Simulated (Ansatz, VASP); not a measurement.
Two plane-wave programs on Cu3N

```xyz
4
Lattice="3.7894 0.0000 0.0000 0.0000 3.7894 0.0000 0.0000 0.0000 3.7894" Properties=species:S:1:pos:R:3 pbc="T T T"
Cu    1.8947    0.0000    0.0000
Cu    0.0000    1.8947    0.0000
Cu    0.0000    0.0000    1.8947
N     0.0000    0.0000    0.0000
```

Alike in both runs: task single point; functional r2SCAN; k mesh 6 × 6 × 6; occupations fermi-dirac, width 0.02 eV; no spin polarisation.

|  | VASP | Ansatz |
| --- | --- | --- |
| version | VASP 6.6.1 | Ansatz 0.2.0 |
| potentials or method | VASP PAW PBE potentials, release 64 (Cu, N) | plane waves, PAW |
| plane-wave cutoff (eV) | 660 | 500 |
| valence electrons in the cell | 38 | 62 |

VASP gave:

| Quantity | Value |
| --- | --- |
| pressure (GPa) | 0.7 |

Question: What did Ansatz give for the same quantities?

Answer: Pressure (GPa): 0.0.

VASP's potentials were made for PBE, not for r2SCAN. With one functional, cell and mesh, what is left measures potentials, basis and numerics. VASP's potentials hold 38 valence electrons a cell and Ansatz's 62, so a difference there can come from the potentials and not from the codes.
